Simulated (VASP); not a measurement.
Runs of VASP 6.6.1 on Sn4S. The structure is that of space group Pm-3m (No. 221), or close to it. The cells are those of the table. 

| task | cell | k mesh | cutoff (eV) | gap on the mesh (eV) | pressure (GPa) | relaxed volume (Å³/atom) |
| --- | --- | --- | --- | --- | --- | --- |
| relaxation of cell and atoms | relaxed from a = 5.173 Å, 5 atoms | 4 × 4 × 4 | 600 | none | 0.0 | 31.00 |
| single point | a = 5.173 Å, 5 atoms | 4 × 4 × 4 | 520 | none | 5.1 | - |
| relaxation of cell and atoms | relaxed from a = 5.376 Å, 5 atoms | 8 × 8 × 8 | 600 | none | 0.0 | (a) |
| single point | a = 5.376 Å, 5 atoms | 4 × 4 × 4 | 520 | none | -0.1 | - |
| single point | a = 5.367 Å, 5 atoms | 8 × 8 × 8 | 520 | none | -0.1 | - |

Alike in all rows: level PBE; potentials or basis VASP PAW PBE potentials, release 64 (Sn_d, S); no spin polarisation; smearing gaussian 0.1 eV.

**Question.** Fill in the values left out.

**Answer.** (a) 30.92.

Caveats: spin-orbit coupling is left out, which moves the levels of the heavy elements.

A k mesh can miss the band edges, and the runs leave out spin-orbit coupling on Sn.

A gap of «none» marks levels without a gap at the run's occupations.
